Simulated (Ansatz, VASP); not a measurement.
# Two plane-wave programs on Pt

Contents of INCAR:

```
SYSTEM = Pt
PREC = Accurate
ENCUT = 520
EDIFF = 1E-7
ISMEAR = -1
SIGMA = 0.1
LREAL = .FALSE.
LASPH = .TRUE.
NELM = 60
ALGO = Normal
ISIF = 2
LWAVE = .FALSE.
LCHARG = .TRUE.
GGA = PS
LELF = .TRUE.
LVHAR = .TRUE.
NBANDS = 22
```

File KPOINTS:

```
regular mesh
0
G
  9 9 13
  0 0 0
```

POSCAR

```
Pt
1.0
    4.5896531425      0.0000000000      0.0000000000
   -2.2948265712      3.9747562159      0.0000000000
    0.0000000000      0.0000000000      2.7360664623
Pt
3
Direct
    1.0000000000      0.0000000000      0.0000000000
    0.3333333333      0.6666666667      0.5000000000
    0.6666666667      0.3333333333      0.5000000000
```

Input for Ansatz:

```yaml
crystal:
  lattice:
    - [4.5896531425, 0.0, 0.0]
    - [-2.2948265712, 3.9747562159, 0.0]
    - [0.0, 0.0, 2.7360664623]
  atoms:
    - { symbol: Pt, position: [1.0, 0.0, 0.0] }
    - { symbol: Pt, position: [0.3333333333, 0.6666666667, 0.5] }
    - { symbol: Pt, position: [0.6666666667, 0.3333333333, 0.5] }
hamiltonian:
  xc: pbesol
  pseudopotentials:
    kind: paw
    azcp:
      Pt: "pseudopotentials/Pt.paw.azcp"
basis:
  ecutwfc: 420
  fft_grid_basis: typed
kpoints:
  mp_grid: { grid: [9, 9, 13], shift: [0, 0, 0] }
magnetization:
  spin_polarized: false
scf:
  occupations: { method: fermi_dirac, width: 0.1 }
  lower_state_search: "off"
output:
  stress: true
```

Alike in both runs: task single point; functional PBEsol; k mesh 9 × 9 × 13; occupations fermi-dirac, width 0.1 eV; no spin polarisation.

```csv
,VASP,Ansatz
version,VASP 6.6.1,Ansatz 0.2.0
potentials or method,"VASP PAW PBE potentials, release 64 (Pt), cutoff 520 eV","plane waves (420 eV) with PAW, scalar-relativistic"
valence electrons in the cell,30,54
```

```tsv
	VASP	Ansatz	Ansatz less VASP
pressure (GPa)	-17.3	-16.9	+0.38
traceless stress, the component that is largest in VASP (GPa)	0.58	0.58	-0.005
```

VASP's potentials were made for PBE, not for PBEsol, and Ansatz warns of the same on its side. With one functional, cell and mesh, what is left measures potentials, basis and numerics. VASP's potentials hold 30 valence electrons a cell and Ansatz's 54, so a difference there can come from the potentials and not from the codes.

Spin-orbit coupling is off throughout.
